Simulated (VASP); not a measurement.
# Be3S5: single point with PBE

Crystal: Be3S5.

```
Be S
1.0
     3.37417    1.94808    2.75982
    -3.37417    1.94808    2.75982
     0.00000   -3.89616    2.75982
Be S
3 5
Cartesian
  0.0000 1.9481 2.7598
  -1.6871 -0.9740 2.7598
  1.6871 -0.9740 2.7598
  0.0000 -1.9481 1.3799
  1.6871 0.9740 1.3799
  -1.6871 0.9740 1.3799
  0.0000 0.0000 4.1397
  0.0000 0.0000 0.0000
```

The cell was built from a structure type or drawn by symmetry, and may not be a known phase.

* Program: VASP 6.6.1
* Task: single point
* Functional: PBE
* Potentials or basis: VASP PAW PBE potentials, release 64 (Be, S)
* Cutoff: 520 eV
* k mesh: 4 × 4 × 4
* Occupations: gaussian, width 0.2 eV
* Spin: no spin polarisation

```yaml
Pressure: -0.1 GPa
Band_gap_on_the_k_mesh: zero (bands 18 and 19 overlap by 2.70 eV)
```

Stress tensor (GPa, compression positive):
```
 0.01  0.00  0.00
 0.00  0.01  0.00
 0.00  0.00 -0.22
```

Levels at points of the mesh, in eV from the Fermi level:
```csv
k point,band 16,band 17,band 18,band 19,band 20,band 21
"(0.00, 0.00, 0.00)",-2.75,-2.75,-1.13,-1.13,1.59,1.78
"(0.50, 0.00, 0.00)",-3.87,-3.30,-3.07,1.64,2.07,2.41
"(0.50, 0.50, 0.00)",-3.02,-2.79,-1.95,-1.95,1.87,2.19
"(0.50, 0.50, 0.50)",-2.84,-2.55,-2.53,-2.53,-1.69,1.77
```

Run time: 14 s on 1 thread of Intel(R) Xeon(R) 6975P-C (Granite Rapids) (shared host), peak memory 0.2 GiB.
